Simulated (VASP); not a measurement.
The system is Mg2Sn.

```xyz
3
Lattice="0.0000 3.4081 3.4081 3.4081 0.0000 3.4081 3.4081 3.4081 0.0000" Properties=species:S:1:pos:R:3 pbc="T T T"
Mg    1.7040    1.7040    1.7040
Mg    5.1121    5.1121    5.1121
Sn    0.0000    0.0000    0.0000
```

Base run:

```yaml
Program: VASP 6.6.1
Functional: PBE
Dispersion: D4
Potentials_or_basis: VASP PAW PBE potentials, release 64 (Mg, Sn_d)
Cutoff: 600 eV
k_mesh: 10 × 10 × 10
Occupations: gaussian, width 0.05 eV
Spin: no spin polarisation
```

Its results: band gap on the k mesh zero (bands 9 and 10 overlap by 0.20 eV); pressure -1.4 GPa.

Q: The run is repeated on the same cell with these changes: dispersion from D4 to none. What comes out?

A: Band gap on the k mesh zero (bands 9 and 10 overlap by 0.20 eV); pressure 0.0 GPa.

Dispersion adds attraction, which lowers the pressure at fixed volume and, as a term added to the energy, leaves the levels alone.

Caveats: spin-orbit coupling is left out, which moves the levels of the heavy elements.
